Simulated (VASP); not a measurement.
The system is RbCl.

```
Rb Cl
1.0
     0.00000    3.32234    3.30365
     3.32234    0.00000    3.30365
     3.32234    3.32234    0.00000
Rb Cl
1 1
Direct
  0.00000 0.00000 0.00000
  0.50000 0.50000 0.50000
```

This cell differs from its parent crystal: epitaxial xy strain +0.5%.

Base run:

| Property | Result |
| --- | --- |
| Program | VASP 6.6.1 |
| Functional | r2SCAN |
| Potentials or basis | VASP PAW PBE potentials, release 64 (Rb_sv, Cl) |
| Cutoff | 550 eV |
| k mesh | 6 × 6 × 6 |
| Occupations | gaussian, width 0.01 eV |
| Spin | no spin polarisation |

Its results: band gap on the k mesh 5.52 eV; pressure -0.1 GPa.

The run is repeated on the same cell with these changes: functional from r2SCAN to PBE; cutoff from 550 eV to 500 eV; occupations from gaussian, width 0.01 eV to fermi-dirac, width 0.02 eV. What comes out?

Band gap on the k mesh 4.92 eV; pressure 0.5 GPa.

Caveats: the PAW data sets were made with another functional, which shifts forces and pressure a little (at least some runs).

